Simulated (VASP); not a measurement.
**VH2: single point with LDA**

Crystal: VH2.

```
V H
1.0
     0.00000    1.74966    1.74966
     1.74966    0.00000    1.74966
     1.74966    1.74966    0.00000
V H
1 2
Direct
  0.00000 0.00000 0.00000
  0.25000 0.25000 0.25000
  0.75000 0.75000 0.75000
```

```json
{
 "Program": "VASP 6.6.1",
 "Task": "single point",
 "Functional": "LDA",
 "Potentials or basis": "VASP PAW LDA potentials, release 64 (V_sv, H)",
 "Cutoff": "520 eV",
 "k mesh": "15 × 15 × 15",
 "Occupations": "fermi-dirac, width 0.05 eV",
 "Spin": "collinear spin, ferromagnetic start",
 "Starting moments": "[1.5, 0.0, 0.0] μB",
 "Dipole correction": "no",
 "Further INCAR settings": "ALGO = Normal; EDIFF = 1e-06; NBANDS = 18"
}
```

* Pressure: 273.1 GPa
* Net moment: 0.00 μB per cell
* Valence electrons inside the program's atomic spheres: V 13.21; H 0.83

Levels at points of the mesh, in eV from the Fermi level:
Spin up:
```tsv
k point	band 6	band 7	band 8	band 9	band 10	band 11
(0.00, 0.00, 0.00)	-1.97	-1.97	-1.97	1.64	1.64	1.95
```
Spin down:
| k point | band 5 | band 6 | band 7 | band 8 | band 9 | band 10 | band 11 | band 12 |
| --- | --- | --- | --- | --- | --- | --- | --- | --- |
| (0.00, 0.00, 0.00) | -14.30 | -1.97 | -1.97 | -1.97 | 1.64 | 1.64 | 1.95 | 22.01 |

Wall time 69 s on 1 thread of Intel Xeon 8259CL (shared host), peak memory 0.15 GiB.

Caveat: the cell stands under pressure.
